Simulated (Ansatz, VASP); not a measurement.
## AlNi3 in VASP and in Ansatz

```
CELL_PARAMETERS angstrom
3.38213 0.00000 0.00000
0.00000 3.38213 0.00000
0.00000 0.00000 3.52305
ATOMIC_POSITIONS crystal
Ni 0.50000 0.50000 0.00000
Ni 0.50000 0.00000 0.50000
Ni 0.00000 0.50000 0.50000
Al 0.00000 0.00000 0.00000
```

Alike in both runs: task relaxation of the atoms; functional PBE; k mesh 7 × 7 × 6; occupations fermi-dirac, width 0.05 eV; collinear spin.

|  | VASP | Ansatz |
| --- | --- | --- |
| version | VASP 6.6.1 | Ansatz 0.2.0 |
| potentials or method | VASP PAW PBE potentials, release 64 (Ni, Al) | Ansatz PAW |
| plane-wave cutoff (eV) | 520 | 420 |
| valence electrons in the cell | 33 | 57 |

```tsv
	VASP	Ansatz	Ansatz less VASP
gap on the k mesh at the Fermi level, each at its own relaxed structure (eV)	none	none	-
net moment per atom (μB)	0.14	0.15	+0.009
size of the moment on the site where the two differ most (μB)	0.20	0.22	+0.023
```

Site moments also hang on the region over which each program counts them. A gap of «none» marks a metal or a gap that the smearing closes. VASP's potentials hold 33 valence electrons a cell and Ansatz's 57, so a difference there can come from the potentials and not from the codes.

Noted on VASP's run: the relaxation stopped at its first step, so nothing moved. Noted on Ansatz's run: the relaxation stopped at its first step, so nothing moved.
